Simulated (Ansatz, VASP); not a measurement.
## B4Ru: VASP beside Ansatz

```
CELL_PARAMETERS angstrom
3.46134 0.00000 0.00000
0.00000 3.46134 0.00000
0.00000 0.00000 3.46134
ATOMIC_POSITIONS crystal
B 0.00000 0.00000 0.00000
B 0.50000 0.00000 0.00000
B 0.00000 0.50000 0.00000
B 0.00000 0.00000 0.50000
Ru 0.50000 0.50000 0.50000
```

Alike in both runs: task relaxation of cell and atoms; functional PBE; k mesh 12 × 12 × 12; occupations gaussian, width 0.1 eV; no spin polarisation.

|  | VASP | Ansatz |
| --- | --- | --- |
| version | VASP 6.6.1 | Ansatz 0.2.0 |
| potentials or method | VASP PAW PBE potentials, release 64 (B, Ru_pv), cutoff 600 eV | scalar-relativistic, plane waves, PAW |
| valence electrons in the cell | 26 | 28 |

```csv
,VASP,Ansatz,Ansatz less VASP
"gap on the k mesh at the Fermi level, each at its own relaxed structure (eV)",none,none,-
relaxed volume (Å³/atom),8.29,8.30,+0.004
relaxed cell length with the largest relative difference (Å),3.461,3.462,+0.0006
```

A gap of «none» marks a metal or a gap that the smearing closes. VASP's potentials hold 26 valence electrons a cell and Ansatz's 28, so a difference there can come from the potentials and not from the codes.

Noted on VASP's run: the relaxation stopped at its first step, so nothing moved.
